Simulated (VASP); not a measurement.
# Rh (I4/mmm) in VASP: notebook

The runs below take Rh through single point, with PBE.

Program: VASP 6.6.1. These are calculated values, not measurements. Logs are shortened: lines on timing, memory, paths and dates and some standing lists are left out, and cuts for length are marked.

**1. The cell of the first run**

It takes space group I4/mmm (No. 139, tetragonal). The conventional cell has a = 2.689 Å, b = 2.689 Å, c = 3.727 Å, α = 90.00°, β = 90.00°, γ = 90.00°. Rh (site symmetry 4/mmm) has 12 Rh at 2.66 to 2.69 Å within 3.5 Å.

**2. Single point, PBE (zz strain of -2 %)**

File INCAR:

```
PREC = Accurate
ENCUT = 520
EDIFF = 1E-7
ISMEAR = -1
SIGMA = 0.08
LREAL = False
LASPH = True
NELM = 60
ALGO = Normal
ISIF = 2
LWAVE = False
LCHARG = False
GGA = PE
NBANDS = 14
```

File KPOINTS:

```
regular mesh
0
Gamma
  16 16 16
```

File POSCAR:

```
Rh
1.0
    0.0000000000      1.9015500000      1.8635190000
    1.9015500000      0.0000000000      1.8635190000
    1.9015500000      1.9015500000      0.0000000000
Rh
1
Direct
    0.0000000000      0.0000000000      0.0000000000
```

Potentials or basis: VASP PAW PBE potentials, release 64 (Rh_pv).

Started as:

```
$ cat potpaw_PBE.64/Rh_pv/POTCAR > POTCAR
$ mpirun -np 1 vasp_std > vasp.out
```

OUTCAR:

```text
PREC = Accurate
   ENCUT = 520
   EDIFF = 1E-7
   ISMEAR = -1
   LREAL = False
   LASPH = True
   NELM = 60
   ISIF = 2
   GGA = PE

 ion  position               nearest neighbor table
   1  0.000  0.000  0.000-

  LATTYP: Found a body centered tetragonal cell.
 ALAT       =     2.6891977995
 C/A-ratio  =     1.3859292911

  Lattice vectors:

 A1 = (   0.0000000000,  -1.9015500000,  -1.8635190000)
 A2 = (   0.0000000000,   1.9015500000,  -1.8635190000)
 A3 = (   1.9015500000,   0.0000000000,   1.8635190000)

Analysis of symmetry for initial positions (statically):
=====================================================================
 Subroutine PRICEL returns:
 Original cell was already a primitive cell.

 Routine SETGRP: Setting up the symmetry group for a
 body centered tetragonal supercell.

 Subroutine GETGRP returns: Found 16 space group operations
 (whereof 16 operations were pure point group operations)
 out of a pool of 16 trial point group operations.

The static configuration has the point symmetry D_4h.

Analysis of symmetry for dynamics (positions and initial velocities):
=====================================================================
 Subroutine PRICEL returns:
 Original cell was already a primitive cell.

 Routine SETGRP: Setting up the symmetry group for a
 body centered tetragonal supercell.

 Subroutine GETGRP returns: Found 16 space group operations
 (whereof 16 operations were pure point group operations)
 out of a pool of 16 trial point group operations.

The dynamic configuration has the point symmetry D_4h.

 Subroutine INISYM returns: Found 16 space group operations
 (whereof 16 operations are pure point group operations),
 and found     1 'primitive' translations

----------------------------------------------------------------------------------------

                                     Primitive cell

  volume of cell :      13.4766

  direct lattice vectors                    reciprocal lattice vectors
     0.000000000  1.901550000  1.863519000    -0.262943388  0.262943388  0.268309580
     1.901550000  0.000000000  1.863519000     0.262943388 -0.262943388  0.268309580
     1.901550000  1.901550000  0.000000000     0.262943388  0.262943388 -0.268309580

  length of vectors
     2.662441636  2.662441636  2.689197800     0.458550413  0.458550413  0.458550413

  position of ions in fractional coordinates (direct lattice)
     0.000000000  0.000000000  0.000000000

  ion indices of the primitive-cell ions
   primitive index   ion index
                 1           1

----------------------------------------------------------------------------------------

 KPOINTS: regular mesh

Automatic generation of k-mesh.
 Grid dimensions read from file:
 generate k-points for:   16   16   16

 Generating k-lattice:

  Cartesian coordinates                     Fractional coordinates (reciprocal lattice)
    -0.016433962  0.016433962  0.016769349     0.062500000  0.000000000  0.000000000
     0.016433962 -0.016433962  0.016769349     0.000000000  0.062500000  0.000000000
     0.016433962  0.016433962 -0.016769349     0.000000000  0.000000000  0.062500000

  Length of vectors
     0.028659401  0.028659401  0.028659401

  Shift w.r.t. Gamma in fractional coordinates (k-lattice)
     0.000000000  0.000000000  0.000000000

 Subroutine IBZKPT returns following result:
 ===========================================

 Found    349 irreducible k-points:

 Following reciprocal coordinates:
            Coordinates               Weight
  0.000000  0.000000  0.000000      1.000000
  0.062500  0.000000  0.000000      8.000000
  0.125000  0.000000  0.000000      8.000000
  0.187500  0.000000  0.000000      8.000000
  0.250000  0.000000  0.000000      8.000000
  0.312500  0.000000  0.000000      8.000000
[... 16 lines left out ...]
 -0.125000  0.062500  0.000000      8.000000
 -0.062500  0.062500  0.000000      4.000000
 [... further k-points ...]
   k-points           NKPTS =    349   k-points in BZ     NKDIM =    349   number of bands    NBANDS=     14
   number of dos      NEDOS =    301   number of ions     NIONS =      1
   total plane-waves  NPLWV =   8000
   dimension x,y,z NGX =    20 NGY =   20 NGZ =   20
   dimension x,y,z NGXF=    40 NGYF=   40 NGZF=   40
   ions per type =               1
   NGX,Y,Z   is equivalent  to a cutoff of  12.49, 12.49, 12.36 a.u.
   NGXF,Y,Z  is equivalent  to a cutoff of  24.98, 24.98, 24.73 a.u.
 SYSTEM =  unknown system
   PREC   = accura    normal or accurate (medium, high low for compatibility)
   ISTART =      0    job   : 0-new  1-cont  2-samecut
   ICHARG =      2    charge: 1-file 2-atom 10-const
   ISPIN  =      1    spin polarized calculation?
   LNONCOLLINEAR =      F non collinear calculations
   LSORBIT =      F    spin-orbit coupling
   LASPH  =      T    aspherical Exc in radial PAW
   ENCUT  =  520.0 eV  38.22 Ry    6.18 a.u.   4.95  4.95  5.00*2*pi/ulx,y,z
   NELM   =     60;   NELMIN=  2; NELMDL= -5     # of ELM steps
   EDIFF  = 0.1E-06   stopping-criterion for ELM
   LREAL  =      F    real-space projection
   EDIFFG = 0.1E-05   stopping-criterion for IOM
   NSW    =      0    number of steps for IOM
   IBRION =     -1    ionic relax: 0-MD 1-quasi-New 2-CG
   NFREE  =      0    steps in history (QN), initial steepest desc. (CG)
   ISIF   =      2    stress and relaxation
   ISYM   =      2    0-nonsym 1-usesym 2-fastsym
   POTIM  = 0.5000    time-step for ionic-motion
   TEBEG  =    0.0;   TEEND  =   0.0 temperature during run
   PSTRESS=    0.0 pullay stress
   NELECT =      15.0000    total number of electrons
   NUPDOWN=      -1.0000    fix difference up-down
   EMIN   =  10.00;   EMAX   =-10.00  energy-range for DOS
   EFERMI =   0.00;   METHOD = LEGACY
   ISMEAR =    -1;   SIGMA  =   0.08  broadening in eV -4-tet -1-fermi 0-gaus
   EFERMI_NEDOS =   21; number of points for ismear=-14 and -15
   IALGO  =     38    algorithm
   IMIX   =      4    mixing-type and parameters
     AMIX     =   0.40;   BMIX     =  1.00
     AMIX_MAG =   1.60;   BMIX_MAG =  1.00
  volume/ion in A,a.u.               =      13.48        90.94
  Fermi-wavevector in a.u.,A,eV,Ry     =   1.696597  3.206104 39.163594  2.878443
  Thomas-Fermi vector in A             =   2.777431
   LORBIT       =      0    0 simple, 1 ext, 2 COOP (PROOUT), +10 PAW based schemes
   GGA     = PE    functional components
   LHFCALC =     F    Hartree Fock is set to
   AEXX    =    0.0000 exact exchange contribution
   IVDW    =     0    specifies the selected vdW correction
   LEPSILON=     F    determine dielectric tensor
   LRPA    =     F    only Hartree local field effects (RPA)
 non-spin polarized calculation
  energy-cutoff  :      520.00
  volume of cell :       13.48
 maximum number of plane-waves:       374
   NGX =  9   NGY =  9   NGZ =  9

 number of electron      15.0000006 magnetization

 Free energy of the ion-electron system (eV)
  ---------------------------------------------------
  ext. energy  EPLUGINS =         0.00000000
  ---------------------------------------------------
  free energy    TOTEN  =        -7.24897429 eV

  energy without entropy =       -7.22028551  energy(sigma->0) =       -7.23462990

 E-fermi :  12.2676     XC(G=0): -14.1605

 val. band max:       12.2652524842   @ k =  -0.3750  -0.0000   0.2500
 cond. band min:      12.2715213235   @ k =   0.3125   0.1875   0.1250
 fundamental gap:      0.0062688393
 Fermi energy:        12.2676300139

 k-point     1 :       0.0000    0.0000    0.0000
  band No.  band energies     occupation
      1     -34.1386      2.00000
      2     -34.1386      2.00000
      3     -34.1276      2.00000
      4       4.1681      2.00000
      5       9.0320      2.00000
      6       9.0320      2.00000
      7       9.2518      2.00000
      8      11.1200      2.00000
      9      11.3869      1.99997
     10      28.2622      0.00000
     11      32.7550      0.00000
     12      33.6146      0.00000
     13      33.6146      0.00000
     14      34.2716      0.00000

 k-point     2 :       0.0625    0.0000    0.0000
  band No.  band energies     occupation
      1     -34.1666      2.00000
      2     -34.1432      2.00000
      3     -34.1344      2.00000
      4       4.3286      2.00000
      5       8.9943      2.00000
      6       9.0951      2.00000
      7       9.2804      2.00000
      8      11.0889      2.00000
      9      11.3467      1.99998
     10      28.4989      0.00000
     11      32.7506      0.00000
     12      32.9251      0.00000
     13      33.8518      0.00000
     14      34.3350      0.00000

 k-point     3 :       0.1250    0.0000    0.0000
  band No.  band energies     occupation
      1     -34.2537      2.00000
      2     -34.1563      2.00000
      3     -34.1455      2.00000
      4       4.7821      2.00000
      5       8.8515      2.00000
      6       9.2495      2.00000
      7       9.4134      2.00000
      8      11.0371      2.00000
      9      11.2633      1.99999
     10      29.1119      0.00000
     11      31.2596      0.00000
     12      32.7559      0.00000
     13      34.5355      0.00000
     14      34.9770      0.00000

 k-point     4 :       0.1875    0.0000    0.0000
  band No.  band energies     occupation
      1     -34.3835      2.00000
      2     -34.1758      2.00000
      3     -34.1614      2.00000
      4       5.4182      2.00000
      5       8.7443      2.00000
      6       9.3823      2.00000
      7       9.5623      2.00000
      8      11.0921      2.00000
      9      11.2532      1.99999
     10      29.3706      0.00000
     11      29.8297      0.00000
     12      32.7555      0.00000
     13      35.5800      0.00000
     14      36.0069      0.00000

 k-point     5 :       0.2500    0.0000    0.0000
  band No.  band energies     occupation
      1     -34.5347      2.00000
      2     -34.1987      2.00000
      3     -34.1800      2.00000
      4       5.9729      2.00000
      5       8.9831      2.00000
      6       9.3680      2.00000
      7       9.5802      2.00000
      8      11.3839      1.99997
      9      11.4587      1.99992
     10      27.5302      0.00000
     11      29.9169      0.00000
[... 276 lines left out ...]
 k-point    22 :      -0.1875    0.0625    0.0000
  band No.  band energies     occupation
      1     -34.4347      2.00000
      2     -34.1974      2.00000
      3     -34.1751      2.00000
      4       5.7541      2.00000
      5       8.6087      2.00000
      6       9.4953      2.00000
      7       9.6351      2.00000
      8      10.8203      2.00000
      9      11.6582      1.99902
     10      28.8949      0.00000
     11      30.0965      0.00000
     12      32.7553      0.00000
     13      35.1639      0.00000
     14      36.7845      0.00000

 k-point    23 :      -0.1250    0.0625    0.0000
  band No.  band energies     occupation
      1     -34.3029      2.00000
      2     -34.1742      2.00000
      3     -34.1566      2.00000
      4       5.1065      2.00000
      5       8.6688      2.00000
      6       9.3651      2.00000
      7       9.5871      2.00000
      8      10.7922      2.00000
      9      11.4513      1.99993
     10      29.5258      0.00000
     11      30.6318      0.00000
     12      32.7556      0.00000
     13      34.5432      0.00000
     14      35.4765      0.00000

 k-point    24 :      -0.0625    0.0625    0.0000
  band No.  band energies     occupation
      1     -34.2096      2.00000
      2     -34.1507      2.00000
      3     -34.1454      2.00000
      4       4.5831      2.00000
      5       8.8440      2.00000
      6       9.1824      2.00000
      7       9.4388      2.00000
      8      10.9388      2.00000
      9      11.3936      1.99996
     10      28.8671      0.00000
     11      32.0413      0.00000
     12      32.7568      0.00000
     13      34.3065      0.00000
     14      34.4654      0.00000

 [... further k-points ...]
[... 5 lines left out ...]
  --------------------------------------------------------------------------------------
  -------------------------------------------------------------------------------------
  Total        0.8856116      0.8856116      1.3131487      0.0000000      0.0000000      0.0000000
  in kB      105.2869476    105.2869476    156.1151990      0.0000000      0.0000000      0.0000000
  external PRESSURE =     122.2296981 kB  Pullay stress =       0.0000000 kB

 VOLUME and BASIS-vectors are now :
 -----------------------------------------------------------------------------
  energy-cutoff  :      520.00
  volume of cell :       13.48
      direct lattice vectors                 reciprocal lattice vectors
     0.000000000  1.901550000  1.863519000    -0.262943388  0.262943388  0.268309580
     1.901550000  0.000000000  1.863519000     0.262943388 -0.262943388  0.268309580
     1.901550000  1.901550000  0.000000000     0.262943388  0.262943388 -0.268309580

 POSITION                                       TOTAL-FORCE (eV/Angst)
 -----------------------------------------------------------------------------------
      0.00000      0.00000      0.00000         0.000000      0.000000      0.000000
 -----------------------------------------------------------------------------------
    total drift:                                0.000000      0.000000      0.000000

  FREE ENERGIE OF THE ION-ELECTRON SYSTEM (eV)
  ---------------------------------------------------
  free  energy   TOTEN  =        -7.2489742938 eV

  energy  without entropy=       -7.2202855075  energy(sigma->0) =       -7.23462990
```

It took 82 s on 1 thread of Intel Xeon 8259CL, shared host; peak memory 0.17 GiB.

Results:

- Free energy: -7.2490 eV
- Pressure: 12.2 GPa
- Band gap on the k mesh: zero (an odd number of electrons rules out a gap without spin polarisation)

Caveat: the cell differs from its parent crystal (zz strain of -2 %); the cell stands under pressure.

(Part 1 of 2 ends here.)
